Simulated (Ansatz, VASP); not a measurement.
# One calculation of Rh, two programs

```xyz
2
Lattice="2.5442 0.0000 0.0000 -1.2721 2.2034 0.0000 0.0000 0.0000 4.9106" Properties=species:S:1:pos:R:3 pbc="T T T"
Rh    1.2721    0.7345    3.6830
Rh    0.0000    1.4689    1.2277
```

Alike in both runs: task single point; functional r2SCAN; k mesh 30 × 30 × 16; occupations gaussian, width 0.15 eV; no spin polarisation.

|  | VASP | Ansatz |
| --- | --- | --- |
| version | VASP 6.6.1 | Ansatz 0.2.0 |
| potentials or method | VASP PAW PBE potentials, release 64 (Rh_pv), cutoff 520 eV | scalar-relativistic, plane waves, PAW |
| valence electrons in the cell | 30 | 34 |

VASP gave:

| Property | Result |
| --- | --- |
| gap on the k mesh at the Fermi level (eV) | none |
| pressure (GPa) | 11.7 |
| traceless stress, the component that is largest in VASP (GPa) | -37.24 |

Problem. What did Ansatz give for the same quantities?

Solution. gap on the k mesh at the Fermi level (eV): none; pressure (GPa): 10.4; traceless stress, the component that is largest in VASP (GPa): -36.61.

VASP's potentials were made for PBE, not for r2SCAN. A gap of «none» marks a metal or a gap that the smearing closes. The functional is the same, so the differences come from potentials, cutoffs and numerics. VASP's potentials hold 30 valence electrons a cell and Ansatz's 34, so a difference there can come from the potentials and not from the codes.
